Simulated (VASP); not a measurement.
# Sr (P6/mmm) in VASP: a series of runs

Sr is run at these levels: PBE+D3(BJ); tasks: single point.

Everything below comes from runs of VASP 6.6.1. Logs are shortened: lines on timing, memory, paths and dates and some standing lists are left out, and cuts for length are marked.

## (1) The cell of the first run

It takes space group P6/mmm (No. 191, hexagonal). The conventional cell has a = 10.988 Å, b = 10.988 Å, c = 3.979 Å, α = 90.00°, β = 90.00°, γ = 120.00°. Within 5.2 Å of Sr (site symmetry 6/mmm) lie 2 Sr at 3.98 Å.

This isn't the form of Sr at room conditions, which is fcc.

## (2) Single point, PBE+D3(BJ) (strain -0.1000 x Voigt [0, 0, 1, 0, 0, 0])

INCAR reads:

```
  ALGO = Fast
  EDIFF = 1E-7
  ENCUT = 520
  GGA = PE
  ISIF = 2
  ISMEAR = 0
  IVDW = 12
  LASPH = True
  LCHARG = False
  LREAL = False
  LWAVE = False
  NBANDS = 11
  NELM = 80
  PREC = Accurate
  SIGMA = 0.03
```

KPOINTS reads:

```
k-points
0
Gamma
  6 6 8
```

POSCAR reads:

```
Sr
1.0
   10.9876299658      0.0000000000      0.0000000000
   -5.4938149829      9.5155666777      0.0000000000
    0.0000000000      0.0000000000      3.9790007190
Sr
1
Direct
    0.0000000000      0.0000000000      0.0000000000
```

Potentials or basis: VASP PAW PBE potentials, release 64 (Sr_sv).

The run is started by

```sh
$ cat potpaw_PBE.64/Sr_sv/POTCAR > POTCAR
$ mpirun -np 1 vasp_std > vasp.out
```

OUTCAR:

```text
EDIFF = 1E-7
   ENCUT = 520
   GGA = PE
   ISIF = 2
   ISMEAR = 0
   IVDW = 12
   LASPH = True
   LREAL = False
   NELM = 80
   PREC = Accurate
 IVDW          = 12

 ion  position               nearest neighbor table
   1  0.000  0.000  0.000-

  LATTYP: Found a hexagonal cell.
 ALAT       =    10.9876299658
 C/A-ratio  =     0.3621345760

  Lattice vectors:

 A1 = (  10.9876299658,   0.0000000000,   0.0000000000)
 A2 = (  -5.4938149829,   9.5155666777,   0.0000000000)
 A3 = (   0.0000000000,   0.0000000000,   3.9790007190)

Analysis of symmetry for initial positions (statically):
=====================================================================
 Subroutine PRICEL returns:
 Original cell was already a primitive cell.

 Routine SETGRP: Setting up the symmetry group for a
 hexagonal supercell.

 Subroutine GETGRP returns: Found 24 space group operations
 (whereof 24 operations were pure point group operations)
 out of a pool of 24 trial point group operations.

The static configuration has the point symmetry D_6h.

Analysis of symmetry for dynamics (positions and initial velocities):
=====================================================================
 Subroutine PRICEL returns:
 Original cell was already a primitive cell.

 Routine SETGRP: Setting up the symmetry group for a
 hexagonal supercell.

 Subroutine GETGRP returns: Found 24 space group operations
 (whereof 24 operations were pure point group operations)
 out of a pool of 24 trial point group operations.

The dynamic configuration has the point symmetry D_6h.

 Subroutine INISYM returns: Found 24 space group operations
 (whereof 24 operations are pure point group operations),
 and found     1 'primitive' translations

----------------------------------------------------------------------------------------

                                     Primitive cell

  volume of cell :     416.0186

  direct lattice vectors                    reciprocal lattice vectors
    10.987629966  0.000000000  0.000000000     0.091011438  0.052545478  0.000000000
    -5.493814983  9.515566678  0.000000000     0.000000000  0.105090956  0.000000000
     0.000000000  0.000000000  3.979000719     0.000000000  0.000000000  0.251319382

  length of vectors
    10.987629966 10.987629966  3.979000719     0.105090956  0.105090956  0.251319382

  position of ions in fractional coordinates (direct lattice)
     0.000000000  0.000000000  0.000000000

  ion indices of the primitive-cell ions
   primitive index   ion index
                 1           1

----------------------------------------------------------------------------------------

 KPOINTS: k-points

Automatic generation of k-mesh.
 Grid dimensions read from file:
 generate k-points for:    6    6    8

 Generating k-lattice:

  Cartesian coordinates                     Fractional coordinates (reciprocal lattice)
     0.015168573  0.008757580  0.000000000     0.166666667  0.000000000  0.000000000
     0.000000000  0.017515159  0.000000000     0.000000000  0.166666667  0.000000000
     0.000000000  0.000000000  0.031414923     0.000000000  0.000000000  0.125000000

  Length of vectors
     0.017515159  0.017515159  0.031414923

  Shift w.r.t. Gamma in fractional coordinates (k-lattice)
     0.000000000  0.000000000  0.000000000

 Subroutine IBZKPT returns following result:
 ===========================================

 Found     35 irreducible k-points:

 Following reciprocal coordinates:
            Coordinates               Weight
  0.000000  0.000000  0.000000      1.000000
  0.166667 -0.000000  0.000000      6.000000
  0.333333  0.000000  0.000000      6.000000
  0.500000  0.000000  0.000000      3.000000
  0.166667  0.166667  0.000000      6.000000
  0.333333  0.166667  0.000000     12.000000
[... 16 lines left out ...]
  0.166667 -0.000000  0.375000     12.000000
  0.333333  0.000000  0.375000     12.000000
 [... further k-points ...]
   k-points           NKPTS =     35   k-points in BZ     NKDIM =     35   number of bands    NBANDS=     11
   number of dos      NEDOS =    301   number of ions     NIONS =      1
   total plane-waves  NPLWV = 211680
   dimension x,y,z NGX =    84 NGY =   84 NGZ =   30
   dimension x,y,z NGXF=   168 NGYF=  168 NGZF=   60
   ions per type =               1
   NGX,Y,Z   is equivalent  to a cutoff of  12.71, 12.71, 12.53 a.u.
   NGXF,Y,Z  is equivalent  to a cutoff of  25.42, 25.42, 25.07 a.u.
 SYSTEM =  unknown system
   PREC   = accura    normal or accurate (medium, high low for compatibility)
   ISTART =      0    job   : 0-new  1-cont  2-samecut
   ICHARG =      2    charge: 1-file 2-atom 10-const
   ISPIN  =      1    spin polarized calculation?
   LNONCOLLINEAR =      F non collinear calculations
   LSORBIT =      F    spin-orbit coupling
   LASPH  =      T    aspherical Exc in radial PAW
   ENCUT  =  520.0 eV  38.22 Ry    6.18 a.u.  20.43 20.43  7.40*2*pi/ulx,y,z
   NELM   =     80;   NELMIN=  2; NELMDL= -5     # of ELM steps
   EDIFF  = 0.1E-06   stopping-criterion for ELM
   LREAL  =      F    real-space projection
   EDIFFG = 0.1E-05   stopping-criterion for IOM
   NSW    =      0    number of steps for IOM
   IBRION =     -1    ionic relax: 0-MD 1-quasi-New 2-CG
   NFREE  =      0    steps in history (QN), initial steepest desc. (CG)
   ISIF   =      2    stress and relaxation
   ISYM   =      2    0-nonsym 1-usesym 2-fastsym
   POTIM  = 0.5000    time-step for ionic-motion
   TEBEG  =    0.0;   TEEND  =   0.0 temperature during run
   PSTRESS=    0.0 pullay stress
   NELECT =      10.0000    total number of electrons
   NUPDOWN=      -1.0000    fix difference up-down
   EMIN   =  10.00;   EMAX   =-10.00  energy-range for DOS
   EFERMI =   0.00;   METHOD = LEGACY
   ISMEAR =     0;   SIGMA  =   0.03  broadening in eV -4-tet -1-fermi 0-gaus
   EFERMI_NEDOS =   21; number of points for ismear=-14 and -15
   IALGO  =     68    algorithm
   IMIX   =      4    mixing-type and parameters
     AMIX     =   0.40;   BMIX     =  1.00
     AMIX_MAG =   1.60;   BMIX_MAG =  1.00
  volume/ion in A,a.u.               =     416.02      2807.43
  Fermi-wavevector in a.u.,A,eV,Ry     =   0.472466  0.892831  3.037149  0.223224
  Thomas-Fermi vector in A             =   1.465680
   LORBIT       =      0    0 simple, 1 ext, 2 COOP (PROOUT), +10 PAW based schemes
   GGA     = PE    functional components
   LHFCALC =     F    Hartree Fock is set to
   AEXX    =    0.0000 exact exchange contribution
   IVDW    =    12    specifies the selected vdW correction
   LEPSILON=     F    determine dielectric tensor
   LRPA    =     F    only Hartree local field effects (RPA)
 non-spin polarized calculation
 RMM-DIIS sequential band-by-band and
 Gauss-broadening in eV      SIGMA  =   0.03
  energy-cutoff  :      520.00
  volume of cell :      416.02
 maximum number of plane-waves:     11246
 NGX is ok and might be reduce to    84
   NGX = 41   NGY = 41   NGZ = 15

 number of electron      10.0000000 magnetization

 Free energy of the ion-electron system (eV)
  ---------------------------------------------------
  ext. energy  EPLUGINS =         0.00000000
  ---------------------------------------------------
  free energy    TOTEN  =        -0.15734206 eV

  energy without entropy =       -0.15204301  energy(sigma->0) =       -0.15469253

 E-fermi :  -1.2387     XC(G=0):  -2.2876

 val. band max:       -1.2427675661   @ k =   0.5000   0.0000   0.0000
 cond. band min:      -1.2375854822   @ k =   0.5000   0.0000   0.5000
 fundamental gap:      0.0051820839
 Fermi energy:        -1.2386986078

 k-point     1 :       0.0000    0.0000    0.0000
  band No.  band energies     occupation
      1     -39.5415      2.00000
      2     -21.5590      2.00000
      3     -21.5590      2.00000
      4     -21.2801      2.00000
      5      -3.7665      2.00000
      6      -1.0599      0.00000
      7      -1.0587      0.00000
      8      -1.0587      0.00000
      9      -0.6330      0.00000
     10      -0.6330      0.00000
     11       0.4692      0.00000

 k-point     2 :       0.1667   -0.0000    0.0000
  band No.  band energies     occupation
      1     -39.5415      2.00000
      2     -21.5590      2.00000
      3     -21.5590      2.00000
      4     -21.2801      2.00000
      5      -3.7647      2.00000
      6      -1.1400      0.00000
      7      -1.0704      0.00000
      8      -1.0054      0.00000
      9      -0.6360      0.00000
     10      -0.6169      0.00000
     11       0.5508      0.00000

 k-point     3 :       0.3333    0.0000    0.0000
  band No.  band energies     occupation
      1     -39.5415      2.00000
      2     -21.5590      2.00000
      3     -21.5590      2.00000
      4     -21.2801      2.00000
      5      -3.7611      2.00000
      6      -1.2135      0.23468
      7      -1.0917      0.00000
      8      -0.9827      0.00000
      9      -0.6425      0.00000
     10      -0.5869      0.00000
     11       0.7410      0.00000

 k-point     4 :       0.5000    0.0000    0.0000
  band No.  band energies     occupation
      1     -39.5415      2.00000
      2     -21.5590      2.00000
      3     -21.5590      2.00000
      4     -21.2801      2.00000
      5      -3.7593      2.00000
      6      -1.2428      1.15211
      7      -1.1014      0.00000
      8      -0.9775      0.00000
      9      -0.6460      0.00000
     10      -0.5728      0.00000
     11       0.8542      0.00000

 k-point     5 :       0.1667    0.1667    0.0000
  band No.  band energies     occupation
      1     -39.5415      2.00000
      2     -21.5590      2.00000
      3     -21.5590      2.00000
      4     -21.2801      2.00000
      5      -3.7620      2.00000
      6      -1.1907      0.02357
      7      -1.0993      0.00000
      8      -0.9820      0.00000
      9      -0.6335      0.00000
     10      -0.5996      0.00000
     11       0.6920      0.00000
[... 211 lines left out ...]
 k-point    21 :       0.3333    0.3333    0.2500
  band No.  band energies     occupation
      1     -39.5359      2.00000
      2     -21.5492      2.00000
      3     -21.5492      2.00000
      4     -21.3780      2.00000
      5      -2.9101      2.00000
      6      -1.1129      0.00000
      7      -1.1129      0.00000
      8      -0.4109      0.00000
      9      -0.2480      0.00000
     10      -0.2480      0.00000
     11       0.6799      0.00000

 k-point    22 :       0.0000    0.0000    0.3750
  band No.  band energies     occupation
      1     -39.5319      2.00000
      2     -21.5422      2.00000
      3     -21.5422      2.00000
      4     -21.4458      2.00000
      5      -2.0332      2.00000
      6      -1.1685      0.00093
      7      -1.1685      0.00093
      8      -0.3285      0.00000
      9       0.0652      0.00000
     10       0.0652      0.00000
     11       1.1455      0.00000

 k-point    23 :       0.1667   -0.0000    0.3750
  band No.  band energies     occupation
      1     -39.5319      2.00000
      2     -21.5422      2.00000
      3     -21.5422      2.00000
      4     -21.4458      2.00000
      5      -2.0298      2.00000
      6      -1.1728      0.00190
      7      -1.1695      0.00111
      8      -0.3262      0.00000
      9       0.0641      0.00000
     10       0.0702      0.00000
     11       1.0214      0.00000

 k-point    24 :       0.3333    0.0000    0.3750
  band No.  band energies     occupation
      1     -39.5319      2.00000
      2     -21.5422      2.00000
      3     -21.5422      2.00000
      4     -21.4458      2.00000
      5      -2.0231      2.00000
      6      -1.1817      0.00719
      7      -1.1716      0.00157
      8      -0.3215      0.00000
      9       0.0620      0.00000
     10       0.0804      0.00000
     11       0.8909      0.00000

 [... further k-points ...]

------------------------ aborting loop because EDIFF is reached ----------------------------------------

 Edisp (eV)   -0.02790

 E8    (eV) :    -0.0156

  FORCE on cell =-STRESS in cart. coord.  units (eV):
  Direction    XX          YY          ZZ          XY          YZ          ZX
  --------------------------------------------------------------------------------------
  -------------------------------------------------------------------------------------
  Total      -0.02465    -0.02465     0.93748     0.00000    -0.00000     0.00000
  in kB      -0.09494    -0.09494     3.61043     0.00000    -0.00000     0.00000
  external pressure =        1.14 kB  Pullay stress =        0.00 kB

 VOLUME and BASIS-vectors are now :
 -----------------------------------------------------------------------------
  energy-cutoff  :      520.00
  volume of cell :      416.02
      direct lattice vectors                 reciprocal lattice vectors
    10.987629966  0.000000000  0.000000000     0.091011438  0.052545478  0.000000000
    -5.493814983  9.515566678  0.000000000     0.000000000  0.105090956  0.000000000
     0.000000000  0.000000000  3.979000719     0.000000000  0.000000000  0.251319382

 POSITION                                       TOTAL-FORCE (eV/Angst)
 -----------------------------------------------------------------------------------
      0.00000      0.00000      0.00000         0.000000      0.000000      0.000000
 -----------------------------------------------------------------------------------
    total drift:                               -0.000000     -0.000000     -0.000000

  FREE ENERGIE OF THE ION-ELECTRON SYSTEM (eV)
  ---------------------------------------------------
  free  energy   TOTEN  =        -0.1852433319 eV

  energy  without entropy=       -0.1799442774  energy(sigma->0) =       -0.18259380
```

It took 2.1 min on 1 thread of Intel Xeon 6975P-C (Granite Rapids), shared host; peak memory 0.58 GiB.

What came out:

```yaml
Free_energy: -0.1852 eV
Pressure: 0.1 GPa
Band_gap_on_the_k_mesh: zero (bands 5 and 6 overlap by 0.01 eV)
Dispersion_energy_per_atom: -0.028 eV
```

Stress tensor (GPa, compression positive):
```
-0.01  0.00  0.00
 0.00 -0.01  0.00
 0.00  0.00  0.36
```

Caveat: the cell differs from its parent crystal (strain -0.1000 x Voigt [0, 0, 1, 0, 0, 0]).

## (3) Single point, PBE+D3(BJ) (strain -0.0750 x Voigt [0, 0, 1, 0, 0, 0])

INCAR reads:

```
PREC     = Accurate       # precision mode
ENCUT    = 520            # plane-wave cutoff, eV
EDIFF    = 1E-6           # SCF threshold, eV
ISMEAR   = 0              # smearing method
SIGMA    = 0.03           # smearing width, eV
LREAL    = F              # projectors in reciprocal space
LASPH    = T              # aspherical terms in the spheres
NELM     = 80             # most SCF steps
ALGO     = Normal         # electronic algorithm
ISIF     = 2              # what is computed and relaxed
LWAVE    = F              # write WAVECAR
LCHARG   = T              # write CHGCAR
GGA      = PE             # functional
IVDW     = 12             # dispersion correction
LELF     = T              # ELF
LVHAR    = T            
NBANDS   = 11             # bands
```

KPOINTS reads:

```
Automatic mesh
0
Gamma
  6 6 8
```

POSCAR, as its differences from that of step 2:

```diff
@@ -4,3 +4,3 @@
    -5.4938149829      9.5155666777      0.0000000000
-    0.0000000000      0.0000000000      3.9790007190
+    0.0000000000      0.0000000000      4.0895285168
 Sr
```

Potentials or basis: VASP PAW PBE potentials, release 64 (Sr_sv).

The run is started by

```sh
$ cat potpaw_PBE.64/Sr_sv/POTCAR > POTCAR
$ mpirun -np 1 vasp_std > vasp.out
```

OUTCAR:

```text
PREC = Accurate
   ENCUT = 520
   EDIFF = 1E-6
   ISMEAR = 0
   LREAL = F
   LASPH = T
   NELM = 80
   ISIF = 2
   GGA = PE
   IVDW = 12
 IVDW          = 12

 ion  position               nearest neighbor table
   1  0.000  0.000  0.000-

  LATTYP: Found a hexagonal cell.
 ALAT       =    10.9876299658
 C/A-ratio  =     0.3721938698

  Lattice vectors:

 A1 = (  10.9876299658,   0.0000000000,   0.0000000000)
 A2 = (  -5.4938149829,   9.5155666777,   0.0000000000)
 A3 = (   0.0000000000,   0.0000000000,   4.0895285168)

Analysis of symmetry for initial positions (statically):
=====================================================================
 Subroutine PRICEL returns:
 Original cell was already a primitive cell.

 Routine SETGRP: Setting up the symmetry group for a
 hexagonal supercell.

 Subroutine GETGRP returns: Found 24 space group operations
 (whereof 24 operations were pure point group operations)
 out of a pool of 24 trial point group operations.

The static configuration has the point symmetry D_6h.

Analysis of symmetry for dynamics (positions and initial velocities):
=====================================================================
[... 168 lines left out ...]
      3     -21.6725      2.00000
      4     -21.4755      2.00000
      5      -3.8102      2.00000
      6      -1.1438      0.00000
      7      -1.0744      0.00000
      8      -1.0744      0.00000
      9      -0.6760      0.00000
     10      -0.6760      0.00000
     11       0.4560      0.00000
[... 309 lines left out ...]
 k-point    24 :       0.3333   -0.0000    0.3750
  band No.  band energies     occupation
      1     -39.6782      2.00000
      2     -21.6600      2.00000
      3     -21.6600      2.00000
      4     -21.6027      2.00000
      5      -2.1610      2.00000
      6      -1.1842      0.00000
      7      -1.1738      0.00000
      8      -0.5469      0.00000
      9      -0.0690      0.00000
     10      -0.0521      0.00000
     11       0.7203      0.00000

 [... further k-points ...]

------------------------ aborting loop because EDIFF is reached ----------------------------------------

 Edisp (eV)   -0.03415

 E8    (eV) :    -0.0192

  FORCE on cell =-STRESS in cart. coord.  units (eV):
  Direction    XX          YY          ZZ          XY          YZ          ZX
  --------------------------------------------------------------------------------------
  -------------------------------------------------------------------------------------
  Total      -0.01569    -0.01569     2.01353     0.00000     0.00000     0.00000
  in kB      -0.05880    -0.05880     7.54495     0.00000     0.00000     0.00000
  external pressure =        2.48 kB  Pullay stress =        0.00 kB

 VOLUME and BASIS-vectors are now :
 -----------------------------------------------------------------------------
  energy-cutoff  :      520.00
  volume of cell :      427.57
      direct lattice vectors                 reciprocal lattice vectors
    10.987629966  0.000000000  0.000000000     0.091011438  0.052545478  0.000000000
    -5.493814983  9.515566678  0.000000000     0.000000000  0.105090956  0.000000000
     0.000000000  0.000000000  4.089528517     0.000000000  0.000000000  0.244526966

 POSITION                                       TOTAL-FORCE (eV/Angst)
 -----------------------------------------------------------------------------------
      0.00000      0.00000      0.00000         0.000000      0.000000      0.000000
 -----------------------------------------------------------------------------------
    total drift:                               -0.000000     -0.000000     -0.000000

  FREE ENERGIE OF THE ION-ELECTRON SYSTEM (eV)
  ---------------------------------------------------
  free  energy   TOTEN  =        -0.2173726127 eV

  energy  without entropy=       -0.2168671257  energy(sigma->0) =       -0.21711987
```

stdout:

```text
POSCAR found type information on POSCAR Sr
 POSCAR found :  1 types and       1 ions
 scaLAPACK will be used
 LDA part: xc-table for (Slater+PW92), standard interpolation
 POSCAR, INCAR and KPOINTS ok, starting setup
 FFT: planning ... GRIDC
 FFT: planning ... GRID_SOFT
 FFT: planning ... GRID
 WAVECAR not read
 entering main loop
```

It took 83 s on 1 thread of Intel Xeon 6975P-C (Granite Rapids), shared host; peak memory 0.56 GiB.

Results:

| Quantity | Value |
| --- | --- |
| Free energy | -0.2174 eV |
| Pressure | 0.2 GPa |
| Dispersion energy per atom | -0.034 eV |

Levels at points of the mesh, in eV from the Fermi level:
```csv
k point,band 3,band 4,band 5,band 6,band 7,band 8
"(0.00, 0.00, 0.00)",-20.39,-20.19,-2.53,0.14,0.21,0.21
"(0.50, 0.00, 0.00)",-20.39,-20.19,-2.52,0.03,0.17,0.21
"(0.00, 0.00, 0.50)",-20.37,-20.34,-0.05,0.06,0.06,0.17
"(0.50, 0.00, 0.50)",-20.37,-20.34,-0.04,0.05,0.06,0.18
```

Caveat: the cell differs from its parent crystal (strain -0.0750 x Voigt [0, 0, 1, 0, 0, 0]).

(Part 1 of 2 ends here.)
